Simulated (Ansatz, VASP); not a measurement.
# ScNb2O3 in VASP and in Ansatz

```xyz
6
Lattice="3.2961 0.0000 0.0000 0.0000 3.2961 0.0000 0.0000 0.0000 7.2616" Properties=species:S:1:pos:R:3 pbc="T T T"
Sc    0.0000    0.0000    0.0000
Nb    0.0000    1.6480    5.3119
Nb    1.6480    0.0000    1.9497
O     0.0000    1.6480    2.7848
O     1.6480    0.0000    4.4768
O     1.6480    1.6480    0.0000
```

Change from the starting cell: species swapped into the Ti2CuSb3 type (P-4m2, No. 115).

Alike in both runs: task single point; functional PBE; k mesh 6 × 6 × 4; occupations gaussian, width 0.1 eV; collinear spin.

|  | VASP | Ansatz |
| --- | --- | --- |
| version | VASP 6.6.1 | Ansatz 0.2.0 |
| potentials or method | VASP PAW PBE potentials, release 64 (Sc_sv, Nb_sv, O), cutoff 520 eV | scalar-relativistic, plane waves, PAW |
| valence electrons in the cell | 55 | 55 |

|  | VASP | Ansatz | Ansatz less VASP |
| --- | --- | --- | --- |
| gap on the k mesh at the Fermi level (eV) | none | none | - |
| pressure (GPa) | -16.3 | -16.4 | -0.08 |
| traceless stress, the component that is largest in VASP (GPa) | 14.40 | 14.46 | +0.058 |
| rms of the force components (eV/Å) | 1.676 | 1.667 | -0.0095 |
| net moment per atom (μB) | 0.00 | 0.00 | 0.000 |

Atom by atom the forces differ by 0.010 eV/Å (rms over components). A gap of «none» marks a metal or a gap that the smearing closes. Ansatz's warnings: no starting moments.
